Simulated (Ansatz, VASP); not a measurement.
WSe2 in VASP and in Ansatz

File INCAR:

```
ALGO = Normal
DIPOL = 0.5 0.5 0.397
EDIFF = 1E-6
ENCUT = 520
GGA = PE
IDIPOL = 3
ISIF = 2
ISMEAR = 0
IVDW = 12
LASPH = T
LCHARG = T
LDIPOL = T
LELF = T
LREAL = F
LVACPOTAV = T
LVHAR = T
LWAVE = F
NBANDS = 35
NELM = 60
PREC = Accurate
SIGMA = 0.05
```

Contents of KPOINTS:

```
k-points
0
Gamma
  9 9 1
```

File POSCAR:

```
WSe2
1.0
    3.2854926884      0.0000000000      0.0000000000
   -1.6427463442      2.8453201321      0.0000000000
    0.0000000000      0.0000000000     24.2386466672
Se W
4 2
Direct
    0.3333333333      0.6666666667      0.1856539295
    0.3333333333      0.6666666667      0.3246601777
    0.3333333333      1.0000000000      0.4694702427
    0.3333333333      1.0000000000      0.6084764909
    0.6666666667      0.3333333333      0.2551570536
    0.6666666667      0.6666666667      0.5389733668
```

Input for Ansatz:

```yaml
crystal:
  lattice:
    - [3.2854926884, 0.0, 0.0]
    - [-1.6427463442, 2.8453201321, 0.0]
    - [0.0, 0.0, 24.2386466672]
  atoms:
    - { symbol: Se, position: [0.3333333333, 0.6666666667, 0.1856539295] }
    - { symbol: W, position: [0.6666666667, 0.3333333333, 0.2551570536] }
    - { symbol: Se, position: [0.3333333333, 0.6666666667, 0.3246601777] }
    - { symbol: Se, position: [0.3333333333, 1.0, 0.4694702427] }
    - { symbol: W, position: [0.6666666667, 0.6666666667, 0.5389733668] }
    - { symbol: Se, position: [0.3333333333, 1.0, 0.6084764909] }
basis:
  ecutwfc: 420
kpoints:
  mp_grid: { grid: [9, 9, 1] }
hamiltonian:
  xc: pbe
  pseudopotentials: { kind: paw, azcp: { folder: soft_1 } }
  dispersion: d3bj
scf:
  occupations: { method: gaussian, width: 0.05 }
output:
  forces: true
  eigenvalues: true
efield:
  axis: 3
  dipole_correction: true
  ramp_width: 0.04
```

Alike in both runs: task single point; functional PBE; dispersion D3(BJ); k mesh 9 × 9 × 1; occupations gaussian, width 0.05 eV; no spin polarisation.

|  | VASP | Ansatz |
| --- | --- | --- |
| version | VASP 6.6.1 | Ansatz 0.2.0 |
| potentials or method | VASP PAW PBE potentials, release 64 (Se, W_sv), cutoff 520 eV | scalar-relativistic, plane waves, PAW |
| valence electrons in the cell | 52 | 92 |

|  | VASP | Ansatz | Ansatz less VASP |
| --- | --- | --- | --- |
| gap on the k mesh at the Fermi level (eV) | 1.54 | 1.54 | -0.001 |
| least direct gap on the mesh (eV) | 1.65 | 1.66 | +0.004 |
| rms of the force components (eV/Å) | 0.033 | 0.020 | -0.0135 |

VASP's potentials hold 52 valence electrons a cell and Ansatz's 92, so a difference there can come from the potentials and not from the codes.

Neither program's run includes spin-orbit coupling.
